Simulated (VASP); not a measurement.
Crystal: TiN.

```
Ti N
1.0
     0.00000    2.18286    2.18286
     2.18286    0.00000    2.18286
     2.18286    2.18286    0.00000
Ti N
1 1
Direct
  0.00000 0.00000 0.00000
  0.50000 0.50000 0.50000
```

Base run:

| Quantity | Value |
| --- | --- |
| Program | VASP 6.6.1 |
| Functional | PBEsol |
| Potentials or basis | VASP PAW PBE potentials, release 64 (Ti_sv, N) |
| Cutoff | 520 eV |
| k mesh | 20 × 20 × 20 |
| Occupations | gaussian, width 0.15 eV |
| Spin | collinear spin |
| Starting moments | [0.625, 0.0] μB |
| Fixed moment | 0.625 μB |

Its results: pressure -23.6 GPa; site moments Ti +0.49; N +0.02 μB.

The run is repeated on the same cell with these changes: fixed moment from 0.625 μB to 0.25 μB; moments at the start from [0.62, 0.0] to [0.25, 0.0]. What comes out?

Pressure -25.8 GPa; site moments Ti +0.20; N +0.01 μB.

Caveats: the cell stands under tension; the PAW data sets were made with another functional, which shifts forces and pressure a little; the total moment is fixed, so each spin has its own Fermi level and the state may be an excited one.
